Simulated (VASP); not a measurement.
Set up this calculation in VASP 6.6.1, as the native input.

```
Task                   : single point
Functional             : PBE
Potentials or basis    : VASP PAW PBE potentials, release 64 (Ir)
Cutoff                 : 520 eV
k mesh                 : 9 × 9 × 9
Occupations            : fermi-dirac, width 0.1 eV
Spin                   : no spin polarisation
Dipole correction      : no
Further INCAR settings : ALGO = Normal; EDIFF = 1e-07; NBANDS = 10
```

The structure of Ir lies in POSCAR:

```
Ir
1.0
    0.0000000000      1.9360622002      1.9360622002
    1.9360622002      0.0000000000      1.9360622002
    1.9360622002      1.9360622002      0.0000000000
Ir
1
Direct
    0.0000000000      0.0000000000      0.0000000000
```

The input as run:

INCAR

```
SYSTEM = Ir
ALGO = Normal
EDIFF = 1E-7
ENCUT = 520
GGA = PE
ISIF = 2
ISMEAR = -1
LASPH = .TRUE.
LCHARG = .FALSE.
LREAL = .FALSE.
LWAVE = .FALSE.
NBANDS = 10
NELM = 60
PREC = Accurate
SIGMA = 0.1
```

KPOINTS

```
k-points
0
G
  9 9 9
  0 0 0
```

Potentials or basis: VASP PAW PBE potentials, release 64 (Ir).

Run with:

```sh
$ cat potpaw_PBE.64/Ir/POTCAR > POTCAR
$ mpirun -np 1 vasp_std > vasp.out
```

It gave:

| Quantity | Value |
| --- | --- |
| Pressure | -0.2 GPa |

Wall time 8.3 s on 1 thread of Intel Xeon 6975P-C, with other jobs on the host, peak memory 0.13 GiB.
